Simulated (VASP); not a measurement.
Ga3Bi2P, 6 atoms in the cell. It takes space group I-4m2 (No. 119, tetragonal). The conventional cell has a = 4.362 Å, b = 4.362 Å, c = 18.730 Å, α = 90.00°, β = 90.00°, γ = 90.00°. P (site symmetry -4m2) has 4 Ga at 2.53 Å within 3.3 Å. Within 3.3 Å of Ga (site symmetry 2mm) lie 2 P at 2.53 Å and 2 Bi at 2.77 Å. Ga (site symmetry -4m2) has 4 Bi at 2.76 Å within 3.6 Å. Within 3.6 Å of Bi (site symmetry 2mm) lie 4 Ga at 2.76 to 2.77 Å. 

| Item | Value |
| --- | --- |
| Program | VASP 6.6.1 |
| Task | single point |
| Functional | PBE |
| Potentials or basis | VASP PAW PBE potentials, release 64 (P, Ga_d, Bi_d) |
| Cutoff | 520 eV |
| k mesh | 8 × 8 × 8 |
| Occupations | fermi-dirac, width 0.02 eV |
| Spin | no spin polarisation |
| Dipole correction | no |
| Further INCAR settings | ALGO = Normal; EDIFF = 1e-07; NBANDS = 46 |

Potentials or basis: VASP PAW PBE potentials, release 64 (P, Ga_d, Bi_d).

Command:

```bash
$ cat potpaw_PBE.64/P/POTCAR potpaw_PBE.64/Ga_d/POTCAR potpaw_PBE.64/Bi_d/POTCAR > POTCAR
$ mpirun -np 1 vasp_std > vasp.out
```

Hardware: 1 thread of Intel(R) Xeon(R) Platinum 8259CL CPU @ 2.50GHz (Skylake/Cascade Lake) (shared host).

Q: How long does it take, and how much memory?

A: Wall time 45 min on 1 thread of Intel(R) Xeon(R) Platinum 8259CL CPU @ 2.50GHz (Skylake/Cascade Lake) (shared host), peak memory 1.2 GiB. Counts: scf iterations 17, k points 59.
